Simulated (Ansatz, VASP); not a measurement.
Mg8H: VASP beside Ansatz

```
Mg H
1.0
    -3.79106    3.82840    3.24133
     3.79106   -3.82840    3.24133
     3.79106    3.82840   -3.24133
Mg H
8 1
Cartesian
  0.3032 -0.0796 0.0000
  1.8955 2.2397 -1.6572
  1.8955 -2.2716 1.6404
  3.4879 -0.0796 0.0000
  -1.8955 1.5568 1.6009
  -0.3340 3.8360 0.0000
  0.3340 0.0076 3.2413
  1.8955 2.2397 1.6572
  1.8955 1.1649 0.0000
```

Alike in both runs: functional PBE; k mesh 6 × 6 × 6; occupations gaussian, width 0.1 eV; no spin polarisation.

Ansatz relaxed the structure, and its values are those at the end. VASP's run is a single point on that final structure, the one shown.

|  | VASP | Ansatz |
| --- | --- | --- |
| version | VASP 6.6.1 | Ansatz 0.2.0 |
| potentials or method | VASP PAW PBE potentials, release 64 (Mg, H), cutoff 520 eV | scalar-relativistic, plane waves, PAW |
| valence electrons in the cell | 17 | 81 |

Ansatz gave:

```
gap on the k mesh at the Fermi level (eV) : none
pressure (GPa)                            : 0.0
```

Q: Estimate VASP's values.

A: gap on the k mesh at the Fermi level (eV): none; pressure (GPa): -0.1.

A gap of «none» marks a metal or a gap that the smearing closes. VASP's potentials hold 17 valence electrons a cell and Ansatz's 81, so a difference there can come from the potentials and not from the codes.
